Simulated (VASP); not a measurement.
Write the native input for VASP 6.6.1 that does the following.

```
Task                   : single point
Functional             : PBE
Potentials or basis    : VASP PAW PBE potentials, release 64 (Mg, S)
Cutoff                 : 600 eV
k mesh                 : 6 × 6 × 6
Occupations            : gaussian, width 0.01 eV
Spin                   : no spin polarisation
Dipole correction      : no
Further INCAR settings : ALGO = Normal; EDIFF = 1e-06; NBANDS = 11
```

The structure of MgS (pbe) lies in POSCAR:

```
MgS
1.0
    0.0000000000      2.5889416591      2.6312655939
    2.5889416591      0.0000000000      2.6312655939
    2.5889416591      2.5889416591      0.0000000000
Mg S
1 1
Direct
    0.0000000000      0.0000000000      0.0000000000
    0.5000000000      0.5000000000      0.5000000000
```

One way to write it, as run:

INCAR

```
  ALGO = Normal
  EDIFF = 1E-6
  ENCUT = 600
  GGA = PE
  GGA_COMPAT = F
  ISIF = 2
  ISMEAR = 0
  LASPH = T
  LCHARG = F
  LREAL = F
  LWAVE = F
  NBANDS = 11
  NELM = 120
  PREC = Accurate
  SIGMA = 0.01
```

KPOINTS

```
k-points
0
Gamma
  6 6 6
```

Potentials or basis: VASP PAW PBE potentials, release 64 (Mg, S).

The run is started by

```bash
$ cat potpaw_PBE.64/Mg/POTCAR potpaw_PBE.64/S/POTCAR > POTCAR
$ mpirun -np 1 vasp_std > vasp.out
```

Results of the run:

* Pressure: 0.8 GPa
* Band gap on the k mesh: 2.70 eV, indirect (least direct gap 3.65 eV)

It took 8.3 s on 1 thread of Intel(R) Xeon(R) 6975P-C (Granite Rapids), on a shared host, peak memory 0.17 GiB.
